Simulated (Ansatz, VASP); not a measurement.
## Two plane-wave programs on CdTe

```
CELL_PARAMETERS angstrom
0.00000 3.40194 3.12978
3.40194 0.00000 3.12978
3.40194 3.40194 0.00000
ATOMIC_POSITIONS crystal
Cd 0.00000 0.00000 0.00000
Te 0.75000 0.75000 0.75000
```

Alike in both runs: task single point; functional PBE; k mesh 10 × 10 × 10; occupations gaussian, width 0.05 eV; no spin polarisation.

|  | VASP | Ansatz |
| --- | --- | --- |
| version | VASP 6.6.1 | Ansatz 0.2.0 |
| potentials or method | VASP PAW PBE potentials, release 64 (Cd, Te), cutoff 520 eV | scalar-relativistic, plane waves, PAW |
| valence electrons in the cell | 18 | 36 |

VASP gave:

| Property | Result |
| --- | --- |
| gap on the k mesh at the Fermi level (eV) | 0.42 |
| least direct gap on the mesh (eV) | 0.42 |
| pressure (GPa) | 0.0 |
| traceless stress, the component that is largest in VASP (GPa) | 0.78 |

Problem. Which values does Ansatz return?

Solution. gap on the k mesh at the Fermi level (eV): 0.42; least direct gap on the mesh (eV): 0.42; pressure (GPa): -0.1; traceless stress, the component that is largest in VASP (GPa): 0.78.

VASP's potentials hold 18 valence electrons a cell and Ansatz's 36, so a difference there can come from the potentials and not from the codes.

Spin-orbit coupling is off throughout.
